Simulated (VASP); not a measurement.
# ZnBF5 (P4/mmm) in VASP: single point with PBEsol

Aim: the single point of ZnBF5 with PBEsol.

Program: VASP 6.6.1. These are calculated values, not measurements. Logs are shortened: lines on timing, memory, paths and dates and some standing lists are left out, and cuts for length are marked.

**1. The cell of the first run**

The structure is tetragonal, space group P4/mmm (No. 123). The conventional cell has a = 3.109 Å, b = 3.109 Å, c = 5.928 Å, α = 90.00°, β = 90.00°, γ = 90.00°. Within 2.9 Å of Zn (site symmetry 4/mmm) lie 12 F at 2.20 to 2.47 Å. B (site symmetry 4/mmm) has 8 F at 1.87 Å within 2.5 Å. Within 2.5 Å of F (site symmetry 2mm) lie 2 B at 1.87 Å and 7 F at 2.10 to 2.47 Å and 2 Zn at 2.47 Å. F (site symmetry 4/mmm) has 4 Zn at 2.20 Å and 8 F at 2.47 Å within 2.9 Å.

**2. Single point, PBEsol**

File INCAR:

```
  PREC = Accurate
  ENCUT = 520
  EDIFF = 1E-7
  ISMEAR = -1
  SIGMA = 0.03
  LREAL = F
  LASPH = T
  NELM = 80
  ALGO = Normal
  ISIF = 2
  LWAVE = F
  LCHARG = F
  GGA = PS
  NBANDS = 34
```

File KPOINTS:

```
regular mesh
0
Gamma
  6 6 4
```

File POSCAR:

```
ZnBF5
1.0
    3.1094479582      0.0000000000      0.0000000000
    0.0000000000      3.1094479582      0.0000000000
    0.0000000000      0.0000000000      5.9283728017
Zn B F
1 1 5
Direct
    0.5000000000      0.5000000000      0.0000000000
    0.0000000000      0.0000000000      0.5000000000
    0.0000000000      0.5000000000      0.3232146169
    0.0000000000      0.5000000000      0.6767853831
    0.5000000000      0.0000000000      0.3232146169
    0.5000000000      0.0000000000      0.6767853831
    0.0000000000      0.0000000000      0.0000000000
```

Potentials or basis: VASP PAW PBE potentials, release 64 (Zn, B, F).

The run is started by

```console
$ cat potpaw_PBE.64/Zn/POTCAR potpaw_PBE.64/B/POTCAR potpaw_PBE.64/F/POTCAR > POTCAR
$ mpirun -np 1 vasp_std > vasp.out
```

OUTCAR:

```text
PREC = Accurate
   ENCUT = 520
   EDIFF = 1E-7
   ISMEAR = -1
   LREAL = F
   LASPH = T
   NELM = 80
   ISIF = 2
   GGA = PS

 ion  position               nearest neighbor table
   1  0.500  0.500  0.000-   7 2.20   7 2.20   7 2.20   7 2.20   3 2.47   5 2.47   6 2.47   4 2.47
                             3 2.47   4 2.47   5 2.47   6 2.47
   2  0.000  0.000  0.500-   3 1.87   4 1.87   5 1.87   6 1.87   3 1.87   4 1.87   5 1.87   6 1.87

   3  0.000  0.500  0.323-   2 1.87   2 1.87   1 2.47   1 2.47
   4  0.000  0.500  0.677-   2 1.87   2 1.87   1 2.47   1 2.47
   5  0.500  0.000  0.323-   2 1.87   2 1.87   1 2.47   1 2.47
   6  0.500  0.000  0.677-   2 1.87   2 1.87   1 2.47   1 2.47
   7  0.000  0.000  0.000-   1 2.20   1 2.20   1 2.20   1 2.20

  LATTYP: Found a simple tetragonal cell.
 ALAT       =     3.1094479582
 C/A-ratio  =     1.9065676227

  Lattice vectors:

 A1 = (   3.1094479582,   0.0000000000,   0.0000000000)
 A2 = (   0.0000000000,   3.1094479582,   0.0000000000)
 A3 = (   0.0000000000,   0.0000000000,   5.9283728017)

Analysis of symmetry for initial positions (statically):
=====================================================================
 Subroutine PRICEL returns:
 Original cell was already a primitive cell.

 Routine SETGRP: Setting up the symmetry group for a
 simple tetragonal supercell.

 Subroutine GETGRP returns: Found 16 space group operations
 (whereof 16 operations were pure point group operations)
 out of a pool of 16 trial point group operations.

The static configuration has the point symmetry D_4h.

Analysis of symmetry for dynamics (positions and initial velocities):
=====================================================================
 Subroutine PRICEL returns:
 Original cell was already a primitive cell.

 Routine SETGRP: Setting up the symmetry group for a
 simple tetragonal supercell.

 Subroutine GETGRP returns: Found 16 space group operations
 (whereof 16 operations were pure point group operations)
 out of a pool of 16 trial point group operations.

The dynamic configuration has the point symmetry D_4h.

 Subroutine INISYM returns: Found 16 space group operations
 (whereof 16 operations are pure point group operations),
 and found     1 'primitive' translations

----------------------------------------------------------------------------------------

                                     Primitive cell

  volume of cell :      57.3195

  direct lattice vectors                    reciprocal lattice vectors
     3.109447958  0.000000000  0.000000000     0.321600494  0.000000000  0.000000000
     0.000000000  3.109447958  0.000000000     0.000000000  0.321600494  0.000000000
     0.000000000  0.000000000  5.928372802     0.000000000  0.000000000  0.168680350

  length of vectors
     3.109447958  3.109447958  5.928372802     0.321600494  0.321600494  0.168680350

  position of ions in fractional coordinates (direct lattice)
     0.500000000  0.500000000  0.000000000
     0.000000000  0.000000000  0.500000000
     0.000000000  0.500000000  0.323214617
     0.000000000  0.500000000  0.676785383
     0.500000000  0.000000000  0.323214617
     0.500000000  0.000000000  0.676785383
     0.000000000  0.000000000  0.000000000

  ion indices of the primitive-cell ions
   primitive index   ion index
                 1           1
                 2           2
                 3           3
                 4           4
                 5           5
                 6           6
                 7           7

----------------------------------------------------------------------------------------

 KPOINTS: regular mesh

Automatic generation of k-mesh.
 Grid dimensions read from file:
 generate k-points for:    6    6    4

 Generating k-lattice:

  Cartesian coordinates                     Fractional coordinates (reciprocal lattice)
     0.053600082  0.000000000  0.000000000     0.166666667  0.000000000  0.000000000
     0.000000000  0.053600082  0.000000000     0.000000000  0.166666667  0.000000000
     0.000000000  0.000000000  0.042170088     0.000000000  0.000000000  0.250000000

  Length of vectors
     0.053600082  0.053600082  0.042170088

  Shift w.r.t. Gamma in fractional coordinates (k-lattice)
     0.000000000  0.000000000  0.000000000

 Subroutine IBZKPT returns following result:
 ===========================================

 Found     30 irreducible k-points:

 Following reciprocal coordinates:
            Coordinates               Weight
  0.000000  0.000000  0.000000      1.000000
  0.166667  0.000000  0.000000      4.000000
  0.333333  0.000000  0.000000      4.000000
  0.500000  0.000000  0.000000      2.000000
  0.166667  0.166667  0.000000      4.000000
  0.333333  0.166667  0.000000      8.000000
[... 16 lines left out ...]
  0.333333  0.000000  0.500000      4.000000
  0.500000  0.000000  0.500000      2.000000
 [... further k-points ...]
   k-points           NKPTS =     30   k-points in BZ     NKDIM =     30   number of bands    NBANDS=     34
   number of dos      NEDOS =    301   number of ions     NIONS =      7
   total plane-waves  NPLWV =  27648
   dimension x,y,z NGX =    24 NGY =   24 NGZ =   48
   dimension x,y,z NGXF=    48 NGYF=   48 NGZF=   96
   ions per type =               1   1   5
   NGX,Y,Z   is equivalent  to a cutoff of  12.83, 12.83, 13.46 a.u.
   NGXF,Y,Z  is equivalent  to a cutoff of  25.66, 25.66, 26.92 a.u.
 SYSTEM =  unknown system
   PREC   = accura    normal or accurate (medium, high low for compatibility)
   ISTART =      0    job   : 0-new  1-cont  2-samecut
   ICHARG =      2    charge: 1-file 2-atom 10-const
   ISPIN  =      1    spin polarized calculation?
   LNONCOLLINEAR =      F non collinear calculations
   LSORBIT =      F    spin-orbit coupling
   LASPH  =      T    aspherical Exc in radial PAW
   ENCUT  =  520.0 eV  38.22 Ry    6.18 a.u.   5.78  5.78 11.02*2*pi/ulx,y,z
   NELM   =     80;   NELMIN=  2; NELMDL= -5     # of ELM steps
   EDIFF  = 0.1E-06   stopping-criterion for ELM
   LREAL  =      F    real-space projection
   EDIFFG = 0.1E-05   stopping-criterion for IOM
   NSW    =      0    number of steps for IOM
   IBRION =     -1    ionic relax: 0-MD 1-quasi-New 2-CG
   NFREE  =      0    steps in history (QN), initial steepest desc. (CG)
   ISIF   =      2    stress and relaxation
   ISYM   =      2    0-nonsym 1-usesym 2-fastsym
   POTIM  = 0.5000    time-step for ionic-motion
   TEBEG  =    0.0;   TEEND  =   0.0 temperature during run
   PSTRESS=    0.0 pullay stress
   NELECT =      50.0000    total number of electrons
   NUPDOWN=      -1.0000    fix difference up-down
   EMIN   =  10.00;   EMAX   =-10.00  energy-range for DOS
   EFERMI =   0.00;   METHOD = LEGACY
   ISMEAR =    -1;   SIGMA  =   0.03  broadening in eV -4-tet -1-fermi 0-gaus
   EFERMI_NEDOS =   21; number of points for ismear=-14 and -15
   IALGO  =     38    algorithm
   IMIX   =      4    mixing-type and parameters
     AMIX     =   0.40;   BMIX     =  1.00
     AMIX_MAG =   1.60;   BMIX_MAG =  1.00
  volume/ion in A,a.u.               =       8.19        55.26
  Fermi-wavevector in a.u.,A,eV,Ry     =   1.564219  2.955945 33.290464  2.446780
  Thomas-Fermi vector in A             =   2.666875
   LORBIT       =      0    0 simple, 1 ext, 2 COOP (PROOUT), +10 PAW based schemes
   GGA     = PS    functional components
   LHFCALC =     F    Hartree Fock is set to
   AEXX    =    0.0000 exact exchange contribution
   IVDW    =     0    specifies the selected vdW correction
   LEPSILON=     F    determine dielectric tensor
   LRPA    =     F    only Hartree local field effects (RPA)
 non-spin polarized calculation
  energy-cutoff  :      520.00
  volume of cell :       57.32
 maximum number of plane-waves:      1572
 NGX is ok and might be reduce to    24
   NGX = 11   NGY = 11   NGZ = 23

 number of electron      49.9999995 magnetization

 Free energy of the ion-electron system (eV)
  ---------------------------------------------------
  ext. energy  EPLUGINS =         0.00000000
  ---------------------------------------------------
  free energy    TOTEN  =       -27.51214128 eV

  energy without entropy =      -27.51214128  energy(sigma->0) =      -27.51214128

 E-fermi :   2.7435     XC(G=0): -12.1294

 val. band max:        2.2661434513   @ k =   0.5000   0.5000   0.5000
 cond. band min:       3.1844222867   @ k =   0.0000   0.0000   0.0000
 fundamental gap:      0.9182788354
 Fermi energy:         2.7435137378

 k-point     1 :       0.0000    0.0000    0.0000
  band No.  band energies     occupation
      1     -22.0261      2.00000
      2     -20.6024      2.00000
      3     -20.0052      2.00000
      4     -18.8565      2.00000
      5     -17.9933      2.00000
      6      -5.4108      2.00000
[... 26 lines left out ...]
     33      16.9857      0.00000
     34      17.2223      0.00000

 k-point     2 :       0.1667    0.0000    0.0000
  band No.  band energies     occupation
      1     -21.8400      2.00000
      2     -20.4367      2.00000
      3     -19.9629      2.00000
      4     -19.0775      2.00000
      5     -18.1713      2.00000
      6      -5.4519      2.00000
[... 26 lines left out ...]
     33      16.0339      0.00000
     34      16.7233      0.00000

 k-point     3 :       0.3333    0.0000    0.0000
  band No.  band energies     occupation
      1     -21.3207      2.00000
      2     -19.9753      2.00000
      3     -19.9410      2.00000
      4     -19.6034      2.00000
      5     -18.6592      2.00000
      6      -5.4467      2.00000
[... 26 lines left out ...]
     33      15.7681      0.00000
     34      17.2476      0.00000
[... 704 lines left out ...]
 k-point    23 :       0.3333    0.0000    0.5000
  band No.  band energies     occupation
      1     -21.1852      2.00000
      2     -20.4801      2.00000
      3     -19.6669      2.00000
      4     -19.5139      2.00000
      5     -18.6480      2.00000
      6      -5.0945      2.00000
[... 26 lines left out ...]
     33      15.8099      0.00000
     34      17.7663      0.00000

 k-point    24 :       0.5000    0.0000    0.5000
  band No.  band energies     occupation
      1     -20.4935      2.00000
      2     -20.4006      2.00000
      3     -20.2078      2.00000
      4     -19.2944      2.00000
      5     -19.1078      2.00000
      6      -4.9504      2.00000
[... 26 lines left out ...]
     33      15.3958      0.00000
     34      18.3318      0.00000

 [... further k-points ...]
[... 5 lines left out ...]
  --------------------------------------------------------------------------------------
  -------------------------------------------------------------------------------------
  Total       -0.0329454     -0.0329454     -0.1040626      0.0000000     -0.0000000     -0.0000000
  in kB       -0.9208794     -0.9208794     -2.9087289      0.0000000     -0.0000000     -0.0000000
  external PRESSURE =      -1.5834959 kB  Pullay stress =       0.0000000 kB

 VOLUME and BASIS-vectors are now :
 -----------------------------------------------------------------------------
  energy-cutoff  :      520.00
  volume of cell :       57.32
      direct lattice vectors                 reciprocal lattice vectors
     3.109447958  0.000000000  0.000000000     0.321600494  0.000000000  0.000000000
     0.000000000  3.109447958  0.000000000     0.000000000  0.321600494  0.000000000
     0.000000000  0.000000000  5.928372802     0.000000000  0.000000000  0.168680350

 POSITION                                       TOTAL-FORCE (eV/Angst)
 -----------------------------------------------------------------------------------
      1.55472      1.55472      0.00000        -0.000000      0.000000     -0.000000
      0.00000      0.00000      2.96419        -0.000000      0.000000     -0.000000
      0.00000      1.55472      1.91614        -0.000000     -0.000000     -0.000991
      0.00000      1.55472      4.01224         0.000000     -0.000000      0.000991
      1.55472      0.00000      1.91614        -0.000000     -0.000000     -0.000991
      1.55472      0.00000      4.01224        -0.000000      0.000000      0.000991
      0.00000      0.00000      0.00000        -0.000000      0.000000     -0.000000
 -----------------------------------------------------------------------------------
    total drift:                                0.000000     -0.000000     -0.000000

  FREE ENERGIE OF THE ION-ELECTRON SYSTEM (eV)
  ---------------------------------------------------
  free  energy   TOTEN  =       -27.5121412818 eV

  energy  without entropy=      -27.5121412761  energy(sigma->0) =      -27.51214128
```

Run time: 20 s. Hardware: 1 thread of Intel Xeon 6975P-C (Granite Rapids), shared host; peak memory 0.19 GiB.

What came out:

| Quantity | Value |
| --- | --- |
| Free energy | -27.5121 eV |
| Pressure | -0.2 GPa |
| Band gap on the k mesh | 0.92 eV, indirect (least direct gap 1.74 eV) |

Stress tensor (GPa, compression positive):
```
-0.09  0.00  0.00
 0.00 -0.09  0.00
 0.00  0.00 -0.29
```

Levels at points of the mesh, in eV from the valence-band top:
| k point | band 23 | band 24 | band 25 | band 26 | band 27 | band 28 |
| --- | --- | --- | --- | --- | --- | --- |
| (0.00, 0.00, 0.00) | -1.26 | -0.82 | -0.82 | 0.92 | 3.52 | 5.37 |
| (0.50, 0.00, 0.00) | -2.21 | -2.08 | -1.15 | 4.96 | 5.52 | 7.57 |
| (0.50, 0.50, 0.00) | -0.80 | -0.32 | -0.01 | 3.64 | 4.82 | 7.54 |
| (0.00, 0.00, 0.50) | -1.20 | -0.86 | -0.86 | 2.57 | 2.92 | 5.24 |
| (0.50, 0.00, 0.50) | -2.18 | -2.17 | -1.35 | 5.05 | 5.74 | 7.74 |
| (0.50, 0.50, 0.50) | -0.80 | -0.33 | 0.00 | 3.97 | 5.01 | 7.65 |

Caveat: the PAW data sets were made with another functional, which shifts forces and pressure a little.
